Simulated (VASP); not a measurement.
# AlSn (P-6m2) in VASP: notebook, part 2 of 2

VASP 6.6.1. Earlier steps stand in the parts before.

## Step 3: Electric field gradients, PBEsol (volume scaled by 1.04)

File INCAR:

```
SYSTEM = AlSn
  ALGO = Normal
  EDIFF = 1E-8
  ENCUT = 520
  GGA = PS
  ISIF = 2
  ISMEAR = -1
  LASPH = .True.
  LCHARG = .False.
  LEFG = .True.
  LREAL = .False.
  LWAVE = .False.
  NBANDS = 16
  NELM = 60
  PREC = Accurate
  SIGMA = 0.05
```

File KPOINTS:

```
k-points
0
Gamma
  11 11 12
  0 0 0
```

File POSCAR:

```
AlSn
1.0
    4.2533501827      0.0000000000      0.0000000000
   -2.1266750914      3.6835093094      0.0000000000
    0.0000000000      0.0000000000      3.3503631350
Al Sn
1 1
Direct
    0.0000000000      0.0000000000      0.0000000000
    0.3333333333      0.6666666667      0.5000000000
```

Potentials or basis: VASP PAW PBE potentials, release 64 (Al, Sn_d).

The run is started by

```sh
cat potpaw_PBE.64/Al/POTCAR potpaw_PBE.64/Sn_d/POTCAR > POTCAR
mpirun -np 1 vasp_std > vasp.out
```

OUTCAR:

```text
SYSTEM = AlSn
   EDIFF = 1E-8
   ENCUT = 520
   GGA = PS
   ISIF = 2
   ISMEAR = -1
   LASPH = .True.
   LREAL = .False.
   NELM = 60
   PREC = Accurate

 ion  position               nearest neighbor table
   1  0.000  0.000  0.000-   2 2.97   2 2.97   2 2.97   2 2.97   2 2.97   2 2.97
   2  0.333  0.667  0.500-   1 2.97   1 2.97   1 2.97   1 2.97   1 2.97   1 2.97

  LATTYP: Found a hexagonal cell.
 ALAT       =     4.2533501827
 C/A-ratio  =     0.7876998110

  Lattice vectors:

 A1 = (   4.2533501827,   0.0000000000,   0.0000000000)
 A2 = (  -2.1266750914,   3.6835093094,   0.0000000000)
 A3 = (   0.0000000000,   0.0000000000,   3.3503631350)

Analysis of symmetry for initial positions (statically):
=====================================================================
 Subroutine PRICEL returns:
 Original cell was already a primitive cell.

 Routine SETGRP: Setting up the symmetry group for a
 hexagonal supercell.

 Subroutine GETGRP returns: Found 12 space group operations
 (whereof 12 operations were pure point group operations)
 out of a pool of 24 trial point group operations.

The static configuration has the point symmetry D_3h.

Analysis of symmetry for dynamics (positions and initial velocities):
=====================================================================
 Subroutine PRICEL returns:
 Original cell was already a primitive cell.

 Routine SETGRP: Setting up the symmetry group for a
 hexagonal supercell.

 Subroutine GETGRP returns: Found 12 space group operations
 (whereof 12 operations were pure point group operations)
 out of a pool of 24 trial point group operations.

The dynamic configuration has the point symmetry D_3h.

 Subroutine INISYM returns: Found 12 space group operations
 (whereof 12 operations are pure point group operations),
 and found     1 'primitive' translations

----------------------------------------------------------------------------------------

                                     Primitive cell

  volume of cell :      52.4910

  direct lattice vectors                    reciprocal lattice vectors
     4.253350183  0.000000000  0.000000000     0.235108786  0.135740121  0.000000000
    -2.126675091  3.683509309  0.000000000     0.000000000  0.271480242  0.000000000
     0.000000000  0.000000000  3.350363135     0.000000000  0.000000000  0.298475108

  length of vectors
     4.253350183  4.253350183  3.350363135     0.271480242  0.271480242  0.298475108

  position of ions in fractional coordinates (direct lattice)
     0.000000000  0.000000000  0.000000000
     0.333333333  0.666666667  0.500000000

  ion indices of the primitive-cell ions
   primitive index   ion index
                 1           1
                 2           2

----------------------------------------------------------------------------------------

 KPOINTS: k-points

Automatic generation of k-mesh.
 Grid dimensions read from file:
 generate k-points for:   11   11   12

 Generating k-lattice:

[... 63 lines left out ...]
   EDIFFG = 0.1E-06   stopping-criterion for IOM
   NSW    =      0    number of steps for IOM
   IBRION =     -1    ionic relax: 0-MD 1-quasi-New 2-CG
   NFREE  =      0    steps in history (QN), initial steepest desc. (CG)
   ISIF   =      2    stress and relaxation
   ISYM   =      2    0-nonsym 1-usesym 2-fastsym
   POTIM  = 0.5000    time-step for ionic-motion
   TEBEG  =    0.0;   TEEND  =   0.0 temperature during run
   PSTRESS=    0.0 pullay stress
   NELECT =      17.0000    total number of electrons
   NUPDOWN=      -1.0000    fix difference up-down
   EMIN   =  10.00;   EMAX   =-10.00  energy-range for DOS
   EFERMI =   0.00;   METHOD = LEGACY
   ISMEAR =    -1;   SIGMA  =   0.05  broadening in eV -4-tet -1-fermi 0-gaus
   EFERMI_NEDOS =   21; number of points for ismear=-14 and -15
   IALGO  =     38    algorithm
   IMIX   =      4    mixing-type and parameters
     AMIX     =   0.40;   BMIX     =  1.00
     AMIX_MAG =   1.60;   BMIX_MAG =  1.00
  volume/ion in A,a.u.               =      26.25       177.11
  Fermi-wavevector in a.u.,A,eV,Ry     =   1.124250  2.124524 17.196920  1.263938
  Thomas-Fermi vector in A             =   2.260921
   LORBIT       =      0    0 simple, 1 ext, 2 COOP (PROOUT), +10 PAW based schemes
   GGA     = PS    functional components
   LHFCALC =     F    Hartree Fock is set to
   AEXX    =    0.0000 exact exchange contribution
   IVDW    =     0    specifies the selected vdW correction
   LEPSILON=     F    determine dielectric tensor
   LRPA    =     F    only Hartree local field effects (RPA)
 non-spin polarized calculation
  energy-cutoff  :      520.00
  volume of cell :       52.49
 maximum number of plane-waves:      1440
 NGX is ok and might be reduce to    32
   NGX = 15   NGY = 15   NGZ = 13

 number of electron      17.0000003 magnetization

 Free energy of the ion-electron system (eV)
  ---------------------------------------------------
  ext. energy  EPLUGINS =         0.00000000
  ---------------------------------------------------
  free energy    TOTEN  =        -7.91360761 eV

  energy without entropy =       -7.90271138  energy(sigma->0) =       -7.90815949

 E-fermi :   5.9112     XC(G=0):  -9.5273

 val. band max:        5.9063275734   @ k =   0.0909   0.0000   0.1667
 cond. band min:       5.9276968076   @ k =   0.0909   0.0909   0.2500
 fundamental gap:      0.0213692342
 Fermi energy:         5.9111766763

 k-point     1 :       0.0000    0.0000    0.0000
  band No.  band energies     occupation
      1     -15.3333      2.00000
      2     -15.2302      2.00000
      3     -15.2302      2.00000
      4     -15.2200      2.00000
      5     -15.2200      2.00000
      6      -4.2974      2.00000
[... 433 lines left out ...]
      3     -15.2264      2.00000
      4     -15.2248      2.00000
      5     -15.2221      2.00000
      6      -3.6383      2.00000
[... 8 lines left out ...]
     15      15.2617      0.00000
     16      15.9565      0.00000

 [... further k-points ...]
[... 5 lines left out ...]
  --------------------------------------------------------------------------------------
  -------------------------------------------------------------------------------------
  Total       -1.0381670     -1.0381670     -1.5419042      0.0000000     -0.0000000      0.0000000
  in kB      -31.6878674    -31.6878674    -47.0633865      0.0000000     -0.0000000      0.0000000
  external PRESSURE =     -36.8130404 kB  Pullay stress =       0.0000000 kB

 VOLUME and BASIS-vectors are now :
 -----------------------------------------------------------------------------
  energy-cutoff  :      520.00
  volume of cell :       52.49
      direct lattice vectors                 reciprocal lattice vectors
     4.253350183  0.000000000  0.000000000     0.235108786  0.135740121  0.000000000
    -2.126675091  3.683509309  0.000000000     0.000000000  0.271480242  0.000000000
     0.000000000  0.000000000  3.350363135     0.000000000  0.000000000  0.298475108

 POSITION                                       TOTAL-FORCE (eV/Angst)
 -----------------------------------------------------------------------------------
      0.00000      0.00000      0.00000         0.000000      0.000000      0.000000
     -0.00000      2.45567      1.67518        -0.000000      0.000000      0.000000
 -----------------------------------------------------------------------------------
    total drift:                                0.000000     -0.000000     -0.000000

  FREE ENERGIE OF THE ION-ELECTRON SYSTEM (eV)
  ---------------------------------------------------
  free  energy   TOTEN  =        -7.9136076076 eV

  energy  without entropy=       -7.9027113817  energy(sigma->0) =       -7.90815949

 Electric field gradients (V/A^2)
---------------------------------------------------------------------
 ion       V_xx      V_yy      V_zz      V_xy      V_xz      V_yz
---------------------------------------------------------------------
   1      -2.372    -2.373     4.745    -0.000    -0.000    -0.000
   2     -32.400   -32.399    64.799     0.001     0.000    -0.000
---------------------------------------------------------------------

 Electric field gradients after diagonalization (V/A^2)
 (convention: |V_zz| > |V_xx| > |V_yy|)
----------------------------------------------------------------------
 ion       V_xx      V_yy      V_zz     asymmetry (V_yy - V_xx)/ V_zz
----------------------------------------------------------------------
   1      -2.373    -2.372     4.745       0.000
   2     -32.400   -32.398    64.799       0.000
----------------------------------------------------------------------

           NMR quadrupolar parameters

 Cq : quadrupolar parameter    Cq=e*Q*V_zz/h
 eta: asymmetry parameters     (V_yy - V_xx)/ V_zz
 Q  : nuclear electric quadrupole moment in mb (millibarn)
----------------------------------------------------------------------
 ion       Cq(MHz)       eta       Q (mb)
----------------------------------------------------------------------
   1       0.011       0.000       1.000
   2       0.157       0.000       1.000
----------------------------------------------------------------------
```

OSZICAR:

```text
N       E                     dE             d eps       ncg     rms          rms(c)
DAV:   1     0.971103135989E+02    0.97110E+02   -0.77709E+03  3624   0.122E+03
DAV:   2     0.178668492511E+00   -0.96932E+02   -0.92866E+02  3904   0.329E+02
DAV:   3    -0.775182275791E+01   -0.79305E+01   -0.78804E+01  4496   0.759E+01
DAV:   4    -0.795731525667E+01   -0.20549E+00   -0.20545E+00  4488   0.130E+01
DAV:   5    -0.796679308405E+01   -0.94778E-02   -0.94776E-02  5456   0.266E+00    0.213E+00
DAV:   6    -0.793053679731E+01    0.36256E-01   -0.23803E-02  4856   0.213E+00    0.119E+00
DAV:   7    -0.791384505820E+01    0.16692E-01   -0.23586E-02  4896   0.188E+00    0.155E-01
DAV:   8    -0.791360173502E+01    0.24332E-03   -0.21098E-03  4856   0.577E-01    0.409E-02
DAV:   9    -0.791360662562E+01   -0.48906E-05   -0.88163E-05  4984   0.791E-02    0.945E-03
DAV:  10    -0.791360726654E+01   -0.64092E-06   -0.61504E-06  4632   0.170E-02    0.586E-03
DAV:  11    -0.791360769951E+01   -0.43297E-06   -0.86426E-07  4568   0.635E-03    0.974E-04
DAV:  12    -0.791360763216E+01    0.67350E-07   -0.77430E-08  4744   0.348E-03    0.423E-04
DAV:  13    -0.791360760907E+01    0.23090E-07   -0.10808E-08  4088   0.774E-04    0.166E-04
DAV:  14    -0.791360760763E+01    0.14311E-08   -0.83046E-10  2584   0.307E-04
   1 F= -.79136076E+01 E0= -.79081595E+01  d E =-.108962E-01
```

stdout:

```text
POSCAR found type information on POSCAR AlSn
 POSCAR found :  2 types and       2 ions
 scaLAPACK will be used
 -----------------------------------------------------------------------------
|                                                                             |
|                                                                             |
|     You enforced a specific xc type in the INCAR file but a different       |
|     I HOPE YOU KNOW WHAT YOU ARE DOING!                                     |
|                                                                             |
 -----------------------------------------------------------------------------

 LDA part: xc-table for (Slater+PW92), standard interpolation
 POSCAR, INCAR and KPOINTS ok, starting setup
 FFT: planning ... GRIDC
 FFT: planning ... GRID_SOFT
 FFT: planning ... GRID
 WAVECAR not read
 entering main loop
ion   1

ion   2
```

Wall time 33 s (1 thread of Intel Xeon 6975P-C (Granite Rapids), shared host); peak memory 0.23 GiB.

Results:

```yaml
Free_energy: -7.9136 eV
Pressure: -3.7 GPa
```

Stress tensor (GPa, compression positive):
```
-3.17  0.00  0.00
 0.00 -3.17  0.00
 0.00  0.00 -4.71
```

Electric field gradients, principal values (V/Å²):
```
atom    least   middle  greatest (by size)
1 Al   -2.372   -2.373               4.745
2 Sn  -32.398  -32.400              64.799
```

Caveat: without QUAD_EFG the Cq values of the log hold for a quadrupole moment of 1 mb, not for the nuclei; the PAW data sets were made with another functional, which shifts forces and pressure a little; spin-orbit coupling is left out, which moves the levels of the heavy elements.
